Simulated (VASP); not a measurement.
The system is VPtSe2.

```xyz
4
Lattice="4.2572 0.0000 0.0000 0.0000 4.2572 0.0000 0.0000 0.0000 4.5281" Properties=species:S:1:pos:R:3 pbc="T T T"
V     0.0000    0.0000    0.0000
Pt    2.1286    2.1286    0.0000
Se    2.1286    0.0000    2.2640
Se    0.0000    2.1286    2.2640
```

The cell was generated, and may not be a known phase.

```yaml
Program: VASP 6.6.1
Task: relaxation of cell and atoms
Functional: PBE
Potentials_or_basis: VASP PAW PBE potentials, release 64 (V_sv, Pt, Se)
Cutoff: 600 eV
k_mesh: 4 × 4 × 4
Occupations: gaussian, width 0.1 eV
Spin: collinear spin, ferromagnetic start
Starting_moments: "[2.0, 0.0, 0.0, 0.0] μB"
```

At the start: pressure -11.6 GPa; volume 20.52 Å³/atom.

Where does the relaxation end?

Over 12 steps the energy falls by 496.5 meV/atom and the volume is 16.64 Å³/atom (-18.9 %); space group P4/mmm (No. 123, to 0.1 Å) before and after; moment 2.02 μB per cell.

The path:
```tsv
step	energy change (eV)	largest force (eV/Å)	pressure (GPa)	volume (Å³)
1	0.0000	0.0000	-11.57	82.06
2	-0.6709	0.0000	2.77	65.53
3	-0.9934	0.0000	12.02	62.47
4	-1.0314	0.0000	7.85	64.42
5	-1.6309	0.0000	13.72	60.76
6	-1.6095	0.0000	18.81	59.15
7	-1.8880	0.0000	-2.39	68.07
8	-1.9415	0.0000	2.73	65.08
9	-1.9415	0.0000	2.48	65.20
10	-1.9768	0.0000	0.83	65.95
11	-1.9859	0.0000	-0.39	66.58
12	-1.9860	0.0000	-0.32	66.54
```

Final structure:
```xyz
4
Lattice="4.4510 0.0000 0.0000 0.0000 4.4510 0.0000 0.0000 0.0000 3.3588" Properties=species:S:1:pos:R:3 pbc="T T T"
V     0.0000    0.0000    0.0000
Pt    2.2255    2.2255    0.0000
Se    2.2255    0.0000    1.6794
Se    0.0000    2.2255    1.6794
```

Caveat: the k points lie up to 0.47 Å⁻¹ apart in the final cell; the volume moved by over 15 % at a fixed basis, so the end points are rough.
